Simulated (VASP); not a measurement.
# InSb (I-4m2) in VASP: notebook, part 2 of 2

VASP 6.6.1. The steps go on from the part before.

## 5. Single point, PBEsol (strain +0.1000 x Voigt [1, 0, 0, 0, 0, 0])

INCAR reads:

```
PREC     = Accurate       # precision mode
ENCUT    = 520            # plane-wave cutoff, eV
EDIFF    = 1E-6           # SCF threshold, eV
ISMEAR   = 0              # smearing method
SIGMA    = 0.15           # smearing width, eV
LREAL    = F              # projectors in reciprocal space
LASPH    = T              # aspherical terms in the spheres
NELM     = 100            # most SCF steps
ALGO     = Normal         # electronic algorithm
ISIF     = 2              # what is computed and relaxed
LWAVE    = F              # write WAVECAR
LCHARG   = F              # write CHGCAR
GGA      = PS             # functional
NBANDS   = 16             # bands
```

KPOINTS reads:

```
regular mesh
0
Gamma
  12 12 12
```

POSCAR reads:

```
InSb
1.0
    0.0000000000      3.2391000000      3.2391000000
    3.5630100000      0.0000000000      3.2391000000
    3.5630100000      3.2391000000      0.0000000000
In Sb
1 1
Direct
    0.0000000000      0.0000000000      0.0000000000
    0.7500000000      0.7500000000      0.7500000000
```

Potentials or basis: VASP PAW PBE potentials, release 64 (In_d, Sb).

On the command line:

```bash
$ cat potpaw_PBE.64/In_d/POTCAR potpaw_PBE.64/Sb/POTCAR > POTCAR
$ mpirun -np 1 vasp_std > vasp.out
```

OUTCAR:

```text
PREC = Accurate
   ENCUT = 520
   EDIFF = 1E-6
   ISMEAR = 0
   LREAL = F
   LASPH = T
   NELM = 100
   ISIF = 2
   GGA = PS

 ion  position               nearest neighbor table
   1  0.000  0.000  0.000-   2 2.90   2 2.90   2 2.90   2 2.90
   2  0.750  0.750  0.750-   1 2.90   1 2.90   1 2.90   1 2.90

  LATTYP: Found a body centered tetragonal cell.
 ALAT       =     4.5807791499
 C/A-ratio  =     1.5556349186

  Lattice vectors:

 A1 = (   3.5630100000,   0.0000000000,   3.2391000000)
 A2 = (   3.5630100000,   0.0000000000,  -3.2391000000)
 A3 = (  -3.5630100000,   3.2391000000,   0.0000000000)

Analysis of symmetry for initial positions (statically):
=====================================================================
 Subroutine PRICEL returns:
 Original cell was already a primitive cell.

 Routine SETGRP: Setting up the symmetry group for a
 body centered tetragonal supercell.

 Subroutine GETGRP returns: Found  8 space group operations
 (whereof  8 operations were pure point group operations)
 out of a pool of 16 trial point group operations.

The static configuration has the point symmetry D_2d.

Analysis of symmetry for dynamics (positions and initial velocities):
=====================================================================
 Subroutine PRICEL returns:
 Original cell was already a primitive cell.

 Routine SETGRP: Setting up the symmetry group for a
 body centered tetragonal supercell.

 Subroutine GETGRP returns: Found  8 space group operations
 (whereof  8 operations were pure point group operations)
 out of a pool of 16 trial point group operations.

The dynamic configuration has the point symmetry D_2d.

 Subroutine INISYM returns: Found  8 space group operations
 (whereof  8 operations are pure point group operations),
 and found     1 'primitive' translations

----------------------------------------------------------------------------------------

                                     Primitive cell

  volume of cell :      74.7646

  direct lattice vectors                    reciprocal lattice vectors
     0.000000000  3.239100000  3.239100000    -0.140330788  0.154363867  0.154363867
     3.563010000  0.000000000  3.239100000     0.140330788 -0.154363867  0.154363867
     3.563010000  3.239100000  0.000000000     0.140330788  0.154363867 -0.154363867

  length of vectors
     4.580779150  4.815268328  4.815268328     0.259517122  0.259517122  0.259517122

  position of ions in fractional coordinates (direct lattice)
     0.000000000  0.000000000  0.000000000
     0.750000000  0.750000000  0.750000000

  ion indices of the primitive-cell ions
   primitive index   ion index
                 1           1
                 2           2

----------------------------------------------------------------------------------------

 KPOINTS: regular mesh

Automatic generation of k-mesh.
 Grid dimensions read from file:
 generate k-points for:   12   12   12

 Generating k-lattice:

  Cartesian coordinates                     Fractional coordinates (reciprocal lattice)
    -0.011694232  0.012863656  0.012863656     0.083333333  0.000000000  0.000000000
     0.011694232 -0.012863656  0.012863656     0.000000000  0.083333333  0.000000000
     0.011694232  0.012863656 -0.012863656     0.000000000  0.000000000  0.083333333

  Length of vectors
     0.021626427  0.021626427  0.021626427

  Shift w.r.t. Gamma in fractional coordinates (k-lattice)
     0.000000000  0.000000000  0.000000000

 Subroutine IBZKPT returns following result:
 ===========================================

 Found    163 irreducible k-points:

 Following reciprocal coordinates:
            Coordinates               Weight
  0.000000  0.000000  0.000000      1.000000
  0.083333  0.000000  0.000000      8.000000
  0.166667 -0.000000 -0.000000      8.000000
  0.250000  0.000000  0.000000      8.000000
  0.333333  0.000000  0.000000      8.000000
  0.416667  0.000000  0.000000      8.000000
[... 16 lines left out ...]
  0.500000  0.166667  0.000000     16.000000
 -0.416667  0.166667  0.000000     16.000000
 [... further k-points ...]
   k-points           NKPTS =    163   k-points in BZ     NKDIM =    163   number of bands    NBANDS=     16
   number of dos      NEDOS =    301   number of ions     NIONS =      2
   total plane-waves  NPLWV =  46656
   dimension x,y,z NGX =    36 NGY =   36 NGZ =   36
   dimension x,y,z NGXF=    72 NGYF=   72 NGZF=   72
   ions per type =               1   1
   NGX,Y,Z   is equivalent  to a cutoff of  13.07, 12.43, 12.43 a.u.
   NGXF,Y,Z  is equivalent  to a cutoff of  26.13, 24.86, 24.86 a.u.
 SYSTEM =  unknown system
   PREC   = accura    normal or accurate (medium, high low for compatibility)
   ISTART =      0    job   : 0-new  1-cont  2-samecut
   ICHARG =      2    charge: 1-file 2-atom 10-const
   ISPIN  =      1    spin polarized calculation?
   LNONCOLLINEAR =      F non collinear calculations
   LSORBIT =      F    spin-orbit coupling
   LASPH  =      T    aspherical Exc in radial PAW
   ENCUT  =  520.0 eV  38.22 Ry    6.18 a.u.   8.52  8.95  8.95*2*pi/ulx,y,z
   NELM   =    100;   NELMIN=  2; NELMDL= -5     # of ELM steps
   EDIFF  = 0.1E-05   stopping-criterion for ELM
   LREAL  =      F    real-space projection
   EDIFFG = 0.1E-04   stopping-criterion for IOM
   NSW    =      0    number of steps for IOM
   IBRION =     -1    ionic relax: 0-MD 1-quasi-New 2-CG
   NFREE  =      0    steps in history (QN), initial steepest desc. (CG)
   ISIF   =      2    stress and relaxation
   ISYM   =      2    0-nonsym 1-usesym 2-fastsym
   POTIM  = 0.5000    time-step for ionic-motion
   TEBEG  =    0.0;   TEEND  =   0.0 temperature during run
   PSTRESS=    0.0 pullay stress
   NELECT =      18.0000    total number of electrons
   NUPDOWN=      -1.0000    fix difference up-down
   EMIN   =  10.00;   EMAX   =-10.00  energy-range for DOS
   EFERMI =   0.00;   METHOD = LEGACY
   ISMEAR =     0;   SIGMA  =   0.15  broadening in eV -4-tet -1-fermi 0-gaus
   EFERMI_NEDOS =   21; number of points for ismear=-14 and -15
   IALGO  =     38    algorithm
   IMIX   =      4    mixing-type and parameters
     AMIX     =   0.40;   BMIX     =  1.00
     AMIX_MAG =   1.60;   BMIX_MAG =  1.00
  volume/ion in A,a.u.               =      37.38       252.27
  Fermi-wavevector in a.u.,A,eV,Ry     =   1.018436  1.924565 14.112125  1.037212
  Thomas-Fermi vector in A             =   2.151893
   LORBIT       =      0    0 simple, 1 ext, 2 COOP (PROOUT), +10 PAW based schemes
   GGA     = PS    functional components
   LHFCALC =     F    Hartree Fock is set to
   AEXX    =    0.0000 exact exchange contribution
   IVDW    =     0    specifies the selected vdW correction
   LEPSILON=     F    determine dielectric tensor
   LRPA    =     F    only Hartree local field effects (RPA)
 non-spin polarized calculation
 Gauss-broadening in eV      SIGMA  =   0.15
  energy-cutoff  :      520.00
  volume of cell :       74.76
 maximum number of plane-waves:      2062
 NGX is ok and might be reduce to    36
   NGX = 17   NGY = 17   NGZ = 17

 number of electron      18.0000004 magnetization

 Free energy of the ion-electron system (eV)
  ---------------------------------------------------
  ext. energy  EPLUGINS =         0.00000000
  ---------------------------------------------------
  free energy    TOTEN  =        -7.60875800 eV

  energy without entropy =       -7.60766794  energy(sigma->0) =       -7.60821297

 E-fermi :   4.1927     XC(G=0):  -8.4795

 val. band max:        4.1746996728   @ k =   0.0000   0.0000   0.0000
 cond. band min:       4.2493469992   @ k =   0.5000   0.0000   0.0000
 fundamental gap:      0.0746473263
 Fermi energy:         4.1927401118

 k-point     1 :       0.0000    0.0000    0.0000
  band No.  band energies     occupation
      1     -10.3638      2.00000
      2     -10.3437      2.00000
      3     -10.3437      2.00000
      4     -10.2971      2.00000
      5     -10.2827      2.00000
      6      -6.1554      2.00000
[... 8 lines left out ...]
     15      11.3014      0.00000
     16      11.7992      0.00000
[... 419 lines left out ...]
 k-point    24 :      -0.4167    0.1667    0.0000
  band No.  band energies     occupation
      1     -10.3858      2.00000
      2     -10.3381      2.00000
      3     -10.3307      2.00000
      4     -10.3007      2.00000
      5     -10.2778      2.00000
      6      -4.8781      2.00000
[... 8 lines left out ...]
     15      12.2447      0.00000
     16      12.5459      0.00000

 [... further k-points ...]

------------------------ aborting loop because EDIFF is reached ----------------------------------------

  FORCE on cell =-STRESS in cart. coord.  units (eV):
  Direction    XX          YY          ZZ          XY          YZ          ZX
  --------------------------------------------------------------------------------------
  -------------------------------------------------------------------------------------
  Total       -2.2276941     -0.8166272     -0.8166272      0.0000000      0.0000000     -0.0000000
  in kB      -47.7386771    -17.5000245    -17.5000245      0.0000000      0.0000000     -0.0000000
  external PRESSURE =     -27.5795754 kB  Pullay stress =       0.0000000 kB

 VOLUME and BASIS-vectors are now :
 -----------------------------------------------------------------------------
  energy-cutoff  :      520.00
  volume of cell :       74.76
      direct lattice vectors                 reciprocal lattice vectors
     0.000000000  3.239100000  3.239100000    -0.140330788  0.154363867  0.154363867
     3.563010000  0.000000000  3.239100000     0.140330788 -0.154363867  0.154363867
     3.563010000  3.239100000  0.000000000     0.140330788  0.154363867 -0.154363867

 POSITION                                       TOTAL-FORCE (eV/Angst)
 -----------------------------------------------------------------------------------
      0.00000      0.00000      0.00000         0.000000      0.000000      0.000000
      5.34451      4.85865      4.85865         0.000000     -0.000000     -0.000000
 -----------------------------------------------------------------------------------
    total drift:                                0.000000      0.000000      0.000000

  FREE ENERGIE OF THE ION-ELECTRON SYSTEM (eV)
  ---------------------------------------------------
  free  energy   TOTEN  =        -7.6087580048 eV

  energy  without entropy=       -7.6076679427  energy(sigma->0) =       -7.60821297
```

Run time: 3.4 min. Hardware: 1 thread of Intel Xeon 8259CL, shared host; peak memory 0.36 GiB.

What came out:

* Free energy: -7.6088 eV
* Pressure: -2.8 GPa
* Band gap on the k mesh: zero (filled and empty bands touch)

Levels at points of the mesh, in eV from the Fermi level:
```
           k point  band 7  band 8  band 9  band 10  band 11  band 12
(0.00, 0.00, 0.00)   -1.02   -0.52   -0.02    -0.02     2.73     2.73
(0.50, 0.00, 0.00)   -5.41   -1.34   -0.75     0.06     3.47     3.79
(0.50, 0.50, 0.00)   -5.60   -2.31   -2.26     0.91     1.10     6.96
(0.00, 0.50, 0.50)   -5.98   -1.84   -1.84     1.54     1.56     7.29
```

Caveat: the cell differs from its parent crystal (strain +0.1000 x Voigt [1, 0, 0, 0, 0, 0]); semilocal functionals underestimate gaps, so a narrow gap can read as zero; the PAW data sets were made with another functional, which shifts forces and pressure a little; spin-orbit coupling is left out, which moves the levels of the heavy elements.

## 6. Summary

| cell | gap on the mesh (eV) | pressure (GPa) |
| --- | --- | --- |
| a = 4.581, b = 4.468, c = 4.468 Å, angles 61.7, 59.2, 59.2°, 2 atoms | - | 3.5 |
| a = 4.581, b = 4.756, c = 4.756 Å, angles 57.6, 61.2, 61.2°, 2 atoms | none | -2.0 |
| a = 4.581, b = 4.785, c = 4.785 Å, angles 57.2, 61.4, 61.4°, 2 atoms | none | -2.4 |
| a = 4.581, b = 4.815, c = 4.815 Å, angles 56.8, 61.6, 61.6°, 2 atoms | none | -2.8 |

Alike in all rows: task single point; level PBEsol; potentials or basis VASP PAW PBE potentials, release 64 (In_d, Sb); no spin polarisation; k mesh 12 × 12 × 12; cutoff (eV) 520; smearing gaussian 0.15 eV.

Caveats: the PAW data sets were made with another functional, which shifts forces and pressure a little; spin-orbit coupling is left out, which moves the levels of the heavy elements; semilocal functionals underestimate gaps, so a narrow gap can read as zero (at least some runs); the cell stands under pressure (at least some runs).

Absolute energies hang on the potentials; compare differences alone.
